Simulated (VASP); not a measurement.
A run of VASP 6.6.1 is set up as follows.

File INCAR:

```
SYSTEM = NbC
PREC = Accurate ; ENCUT = 600
EDIFF = 1E-6 ; ISMEAR = 0
SIGMA = 0.1 ; LREAL = .False.
LASPH = .True. ; NELM = 120
ALGO = Normal ; ISIF = 2
LWAVE = .False. ; LCHARG = .False.
GGA = PS ; NBANDS = 16
GGA_COMPAT = .False.
```

Contents of KPOINTS:

```
regular mesh
0
Gamma
  8 8 8
  0 0 0
```

POSCAR

```
NbC
1.0
    0.0000000000      2.2261415707      2.2261415707
    2.2261415707      0.0000000000      2.2261415707
    2.2261415707      2.2261415707      0.0000000000
Nb C
1 1
Direct
    0.0000000000      0.0000000000      0.0000000000
    0.5000000000      0.5000000000      0.5000000000
```

Potentials or basis: VASP PAW PBE potentials, release 64 (Nb_sv, C).

Launch:

```bash
$ cat potpaw_PBE.64/Nb_sv/POTCAR potpaw_PBE.64/C/POTCAR > POTCAR
$ mpirun -np 1 vasp_std > vasp.out
```

Q: What does it give for the pressure?

A: -1.0 GPa.

Caveat: the PAW data sets were made with another functional, which shifts forces and pressure a little.
